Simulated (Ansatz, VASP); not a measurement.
## Sc2BF2: VASP beside Ansatz

Contents of INCAR:

```
  PREC = Accurate
  ENCUT = 520
  EDIFF = 1E-6
  ISMEAR = 0
  SIGMA = 0.2
  LREAL = F
  LASPH = T
  NELM = 80
  ALGO = Normal
  ISIF = 2
  LWAVE = F
  LCHARG = F
  GGA = PE
  NBANDS = 50
```

Contents of KPOINTS:

```
Automatic mesh
0
Gamma
  6 6 1
```

Contents of POSCAR:

```
Sc2BF2
1.0
    3.2069543939      0.0000000000      0.0000000000
   -1.6034771969      2.7773039739      0.0000000000
    0.0000000000      0.0000000000     20.1928053892
Sc B F
4 2 4
Direct
    0.0000000000      0.0000000000      0.1648790003
    0.0000000000      0.0000000000      0.6648790003
    0.3333333333      0.6666666667      0.4113471612
    0.3333333333      0.6666666667      0.9113471612
    0.0000000000      0.0000000000      0.4901826378
    0.0000000000      0.0000000000      0.9901826378
    0.0000000000      0.0000000000      0.0608338328
    0.0000000000      0.0000000000      0.5608338328
    0.6666666667      0.3333333333      0.3552096928
    0.6666666667      0.3333333333      0.8552096928
```

Input for Ansatz:

```yaml
crystal:
  lattice:
    - [3.2069543939, 0.0, 0.0]
    - [-1.6034771969, 2.7773039739, 0.0]
    - [0.0, 0.0, 20.1928053892]
  atoms:
    - { symbol: Sc, position: [0.0, 0.0, 0.1648790003] }
    - { symbol: Sc, position: [0.0, 0.0, 0.6648790003] }
    - { symbol: Sc, position: [0.3333333333, 0.6666666667, 0.4113471612] }
    - { symbol: Sc, position: [0.3333333333, 0.6666666667, 0.9113471612] }
    - { symbol: B, position: [0.0, 0.0, 0.4901826378] }
    - { symbol: B, position: [0.0, 0.0, 0.9901826378] }
    - { symbol: F, position: [0.0, 0.0, 0.0608338328] }
    - { symbol: F, position: [0.0, 0.0, 0.5608338328] }
    - { symbol: F, position: [0.6666666667, 0.3333333333, 0.3552096928] }
    - { symbol: F, position: [0.6666666667, 0.3333333333, 0.8552096928] }
basis:
  ecutwfc: 420
kpoints:
  mp_grid: { grid: [6, 6, 1] }
hamiltonian:
  xc: pbe
scf:
  occupations: { method: gaussian, width: 0.2 }
  lower_state_search: "off"
output:
  forces: true
  stress: true
  eigenvalues: true
```

Alike in both runs: task single point; functional PBE; k mesh 6 × 6 × 1; occupations gaussian, width 0.2 eV; no spin polarisation.

```csv
,VASP,Ansatz
version,VASP 6.6.1,Ansatz 0.2.0
potentials or method,"VASP PAW PBE potentials, release 64 (Sc_sv, B, F), cutoff 520 eV","scalar-relativistic, plane waves, PAW"
valence electrons in the cell,78,78
```

VASP gave:

* gap on the k mesh at the Fermi level (eV): none
* pressure (GPa): 0.2
* traceless stress, the component that is largest in VASP (GPa): 0.27
* rms of the force components (eV/Å): 0.053

Problem. Estimate Ansatz's values.

Solution. gap on the k mesh at the Fermi level (eV): none; pressure (GPa): 0.0; traceless stress, the component that is largest in VASP (GPa): 0.04; rms of the force components (eV/Å): 0.010.

Atom by atom the forces differ by 0.050 eV/Å (rms over components). A gap of «none» marks a metal or a gap that the smearing closes.

The k mesh is coarse, so the values compare programs but aren't converged.
